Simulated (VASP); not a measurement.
Li4NbO4: single point with PBEsol

Li4NbO4:

```
CELL_PARAMETERS angstrom
-3.81195 3.81195 1.63010
3.81195 -3.81195 1.63010
3.81195 3.81195 -1.63010
ATOMIC_POSITIONS crystal
Li 0.33415 0.15733 0.49148
Li 0.84267 0.33415 0.17683
Li 0.15733 0.66585 0.82317
Li 0.66585 0.84267 0.50852
Nb 0.00000 0.00000 0.00000
O 0.75893 0.07971 0.83864
O 0.92029 0.75893 0.67922
O 0.07971 0.24107 0.32078
O 0.24107 0.92029 0.16136
```

| Item | Value |
| --- | --- |
| Program | VASP 6.6.1 |
| Task | single point |
| Functional | PBEsol |
| Potentials or basis | VASP PAW PBE potentials, release 64 (Li_sv, Nb_sv, O) |
| Cutoff | 520 eV |
| k mesh | 10 × 10 × 10 |
| Occupations | gaussian, width 0.05 eV |
| Spin | no spin polarisation |

```yaml
Largest_force: 0.034 eV/Å
Band_gap_on_the_k_mesh: zero (an odd number of electrons rules out a gap without spin polarisation)
```

Forces in eV/Å, atoms in the order of the input:
```
Li  -0.007  0.009  0.000
Li   0.009  0.007  0.000
Li  -0.009 -0.007  0.000
Li   0.007 -0.009  0.000
Nb   0.000  0.000  0.000
O   -0.008  0.033  0.000
O    0.033  0.008  0.000
O   -0.033 -0.008  0.000
O    0.008 -0.033  0.000
```

Levels at points of the mesh, in eV from the Fermi level:
| k point | band 21 | band 22 | band 23 | band 24 | band 25 | band 26 | band 27 | band 28 | band 29 | band 30 |
| --- | --- | --- | --- | --- | --- | --- | --- | --- | --- | --- |
| (0.00, 0.00, 0.00) | -2.28 | -2.25 | -1.87 | -1.73 | -1.73 | 2.86 | 2.86 | 3.21 | 4.30 | 6.23 |
| (0.50, 0.00, 0.00) | -2.86 | -2.17 | -2.07 | -2.05 | 1.81 | 1.86 | 3.40 | 4.28 | 4.88 | 6.28 |
| (0.50, 0.50, 0.00) | -2.49 | -2.16 | -2.11 | -2.01 | -1.81 | 2.84 | 2.90 | 3.26 | 4.80 | 6.07 |
| (0.50, 0.50, 0.50) | -2.28 | -2.19 | -2.19 | -2.16 | -1.55 | 2.80 | 2.89 | 2.89 | 4.91 | 6.20 |

It took 18 min on 1 thread of Intel Xeon 8259CL (shared host), peak memory 0.52 GiB.

Caveat: the PAW data sets were made with another functional, which shifts forces and pressure a little; an odd number of electrons without spin polarisation forces a metal; a magnetic or distorted state may lie lower.
